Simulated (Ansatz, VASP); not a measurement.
**TiB2 in VASP and in Ansatz**

```
CELL_PARAMETERS angstrom
3.01023 0.00000 0.00000
-1.50512 2.60694 0.00000
0.00000 0.00000 3.17155
ATOMIC_POSITIONS crystal
Ti 0.00000 0.00000 0.00000
B 0.33333 0.66667 0.50000
B 0.66667 0.33333 0.50000
```

Alike in both runs: functional PBE; dispersion D4; k mesh 11 × 11 × 9; occupations fermi-dirac, width 0.1 eV; no spin polarisation.

Ansatz relaxed the structure, and its values are those at the end. VASP's run is a single point on that final structure, the one shown.

|  | VASP | Ansatz |
| --- | --- | --- |
| version | VASP 6.6.1 | Ansatz 0.2.0 |
| potentials or method | VASP PAW PBE potentials, release 64 (Ti_sv, B) | plane waves, PAW |
| plane-wave cutoff (eV) | 500 | 420 |
| valence electrons in the cell | 18 | 18 |

VASP gave:

```
pressure (GPa) : 0.2
```

What did Ansatz give for the same quantities?

Pressure (GPa): 0.0.

Ansatz's warnings: stress scf threshold loose.
